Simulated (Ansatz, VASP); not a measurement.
# One calculation of GaAs, two programs

Contents of INCAR:

```
PREC = Accurate ; ENCUT = 520
EDIFF = 1E-6 ; ISMEAR = 0
SIGMA = 0.1 ; LREAL = False
LASPH = True ; NELM = 100
ALGO = Normal ; ISIF = 2
LWAVE = False ; LCHARG = False
GGA = PE ; NBANDS = 26
```

Contents of KPOINTS:

```
Automatic mesh
0
Gamma
  4 4 4
```

POSCAR

```
GaAs
1.0
    4.1641325600      0.0000000000      0.0000000000
    0.0000000000      4.1641325600      0.0000000000
    0.0000000000      0.0000000000      5.8889727500
Ga As
2 2
Direct
    0.5000000000      0.5000000000      0.2500000000
    0.5000000000      0.5000000000      0.7500000000
    0.0000000000      0.5000000000      0.0000000000
    0.5000000000      0.0000000000      0.5000000000
```

Input for Ansatz:

```yaml
crystal:
  lattice:
    - [4.16413256, 0.0, 0.0]
    - [0.0, 4.16413256, 0.0]
    - [0.0, 0.0, 5.88897275]
  atoms:
    - { symbol: Ga, position: [0.5, 0.5, 0.25] }
    - { symbol: Ga, position: [0.5, 0.5, 0.75] }
    - { symbol: As, position: [0.0, 0.5, 0.0] }
    - { symbol: As, position: [0.5, 0.0, 0.5] }
basis:
  ecutwfc: 420
kpoints:
  mp_grid: { grid: [4, 4, 4] }
hamiltonian:
  xc: pbe
scf:
  occupations: { method: gaussian, width: 0.1 }
  lower_state_search: "off"
output:
  forces: true
  stress: true
  eigenvalues: true
```

Change from the starting cell: ordered vacancies on the cation sites of antifluorite (P4_2/mmc, No. 131).

Alike in both runs: task single point; functional PBE; k mesh 4 × 4 × 4; occupations gaussian, width 0.1 eV; no spin polarisation.

```csv
,VASP,Ansatz
version,VASP 6.6.1,Ansatz 0.2.0
potentials or method,"VASP PAW PBE potentials, release 64 (Ga_d, As), cutoff 520 eV","scalar-relativistic, plane waves, PAW"
valence electrons in the cell,36,56
```

|  | VASP | Ansatz | Ansatz less VASP |
| --- | --- | --- | --- |
| gap on the k mesh at the Fermi level (eV) | none | none | - |
| pressure (GPa) | 1.2 | 1.1 | -0.13 |
| traceless stress, the component that is largest in VASP (GPa) | 3.51 | 3.51 | +0.005 |

A gap of «none» marks a metal or a gap that the smearing closes. The functional is the same, so the differences come from potentials, cutoffs and numerics. VASP's potentials hold 36 valence electrons a cell and Ansatz's 56, so a difference there can come from the potentials and not from the codes.

The k mesh is coarse, so the values compare programs but aren't converged.
